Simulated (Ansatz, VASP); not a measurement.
# Two plane-wave programs on Zn

Contents of INCAR:

```
SYSTEM = Zn
ALGO     = Normal         ! electronic algorithm
EDIFF    = 1E-7           ! SCF threshold, eV
ENCUT    = 520            ! plane-wave cutoff, eV
GGA      = CA             ! functional
ISIF     = 2              ! what is computed and relaxed
ISMEAR   = -1             ! smearing method
LASPH    = .True.         ! aspherical terms in the spheres
LCHARG   = .False.        ! write CHGCAR
LREAL    = .False.        ! projectors in reciprocal space
LWAVE    = .False.        ! write WAVECAR
NBANDS   = 25             ! bands
NELM     = 60             ! most SCF steps
PREC     = Accurate       ! precision mode
SIGMA    = 0.1            ! smearing width, eV
```

The input KPOINTS:

```
k-points
0
Gamma
  10 10 14
  0 0 0
```

The input POSCAR:

```
Zn
1.0
    4.3999591482      0.0000000000      0.0000000000
   -2.1999795741      3.8104763980      0.0000000000
    0.0000000000      0.0000000000      2.6800813330
Zn
3
Direct
    1.0000000000      1.0000000000      0.0000000000
    0.3333333333      0.6666666667      0.5000000000
    0.6666666667      0.3333333333      0.5000000000
```

Input for Ansatz:

```yaml
crystal:
  lattice:
    - [4.3999591482, 0.0, 0.0]
    - [-2.1999795741, 3.810476398, 0.0]
    - [0.0, 0.0, 2.680081333]
  atoms:
    - { symbol: Zn, position: [1.0, 1.0, 0.0] }
    - { symbol: Zn, position: [0.3333333333, 0.6666666667, 0.5] }
    - { symbol: Zn, position: [0.6666666667, 0.3333333333, 0.5] }
hamiltonian:
  xc: lda
  pseudopotentials:
    kind: paw
    azcp:
      Zn: "pseudopotentials/Zn.paw.azcp"
basis:
  ecutwfc: 420
  fft_grid_basis: typed
kpoints:
  mp_grid: { grid: [10, 10, 14], shift: [0, 0, 0] }
magnetization:
  spin_polarized: false
scf:
  occupations: { method: fermi_dirac, width: 0.1 }
  lower_state_search: "off"
output:
  stress: true
```

Alike in both runs: task single point; functional LDA; k mesh 10 × 10 × 14; occupations fermi-dirac, width 0.1 eV; no spin polarisation.

|  | VASP | Ansatz |
| --- | --- | --- |
| version | VASP 6.6.1 | Ansatz 0.2.0 |
| potentials or method | VASP PAW LDA potentials, release 64 (Zn), cutoff 520 eV | plane waves (420 eV) with PAW, scalar-relativistic |
| valence electrons in the cell | 36 | 36 |

Ansatz gave:

```
pressure (GPa)                                                : -5.9
traceless stress, the component that is largest in VASP (GPa) : 0.73
```

Task: Estimate VASP's values.

Result: Pressure (GPa): -5.5; traceless stress, the component that is largest in VASP (GPa): 0.72.

Ansatz warns that its potentials were made for another functional, while VASP's fit it. LDA's correlation is that of Perdew and Zunger in VASP and of Perdew and Wang (1992) in Ansatz.
